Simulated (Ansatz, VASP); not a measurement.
**VN in VASP and in Ansatz**

```
V N
1.0
     0.00000    2.06246    2.06246
     2.06246    0.00000    2.06246
     2.06246    2.06246    0.00000
V N
1 1
Cartesian
  0.0000 0.0000 0.0000
  2.0625 2.0625 2.0625
```

Alike in both runs: task single point; functional PBE; k mesh 2 × 2 × 2; occupations gaussian, width 0.1 eV; collinear spin; Hubbard terms V d U = 5.1 eV, J = 0.85 eV.

|  | VASP | Ansatz |
| --- | --- | --- |
| version | VASP 6.6.1 | Ansatz 0.2.0 |
| potentials or method | VASP PAW PBE potentials, release 64 (V_sv, N), cutoff 600 eV | scalar-relativistic, plane waves, PAW |
| valence electrons in the cell | 18 | 18 |

Ansatz gave:

```
pressure (GPa)           : 1.2
net moment per atom (μB) : 0.00
```

Task: What did VASP give for the same quantities?

Result: Pressure (GPa): 8.1; net moment per atom (μB): 0.00.

The programs project onto different local orbitals, so the same U acts differently, and such runs can settle in different states. Ansatz's warnings: filled band counts differ across k points, seeded moment not kept.

The k mesh is coarse, so the values compare programs but aren't converged.
